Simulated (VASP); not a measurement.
Runs of VASP 6.6.1 on BiB. Symmetry: Fm-3m, No. 225, cubic system. The conventional cell has a = 5.254 Å, b = 5.254 Å, c = 5.254 Å, α = 90.00°, β = 90.00°, γ = 90.00°. Within 3.5 Å of B (site symmetry m-3m) lie 6 Bi at 2.63 Å. Bi (site symmetry m-3m) has 6 B at 2.63 Å within 3.5 Å. 

```tsv
level	spin	k mesh	cutoff (eV)	smearing	grid for exact exchange (PRECFOCK)	share of exact exchange	screening parameter	gap on the mesh (eV)	pressure (GPa)
HSE06	off	4 × 4 × 4	520	fermi-dirac 0.02 eV	Normal	0.25	0.2079 1/Å	none	0.7
PBEsol	collinear, zero start	6 × 6 × 6	500	fermi-dirac 0.02 eV	-	-	-	none	-2.1
PBE-based global hybrid with 50 % exact exchange	off	4 × 4 × 4	520	fermi-dirac 0.02 eV	Normal	0.5	-	none	-0.3
PBEsol	off	6 × 6 × 6	500	gaussian 0.001 eV	-	-	-	none	-2.1
PBEsol+D3(BJ)	off	6 × 6 × 6	500	fermi-dirac 0.02 eV	-	-	-	none	(b)
PBEsol	off	6 × 6 × 6	500	fermi-dirac 0.02 eV	-	-	-	none	-2.1
PBE-based screened hybrid with 50 % exact exchange	off	4 × 4 × 4	520	fermi-dirac 0.02 eV	Normal	0.5	0.3 1/Å	none	(a)
PBE-based screened hybrid with 100 % exact exchange	off	4 × 4 × 4	520	fermi-dirac 0.02 eV	Normal	1	0.3 1/Å	none	-4.2
PBEsol+D4	off	6 × 6 × 6	500	fermi-dirac 0.02 eV	-	-	-	none	-4.3
PBE-based screened hybrid with 35 % exact exchange	off	4 × 4 × 4	520	fermi-dirac 0.02 eV	Normal	0.35	0.3 1/Å	none	0.5
```

Alike in all rows: task single point; potentials or basis VASP PAW PBE potentials, release 64 (B, Bi_d); cell as given.

Fill in the values left out.

(a) -0.7; (b) -5.4.

Caveats: some runs use coarse meshes; the PAW data sets were made with another functional, which shifts forces and pressure a little; spin-orbit coupling is left out, which moves the levels of the heavy elements; the cell stands under tension (at least some runs).

A k mesh can miss the band edges, and the runs leave out spin-orbit coupling on Bi.

A gap of «none» marks levels without a gap at the run's occupations.
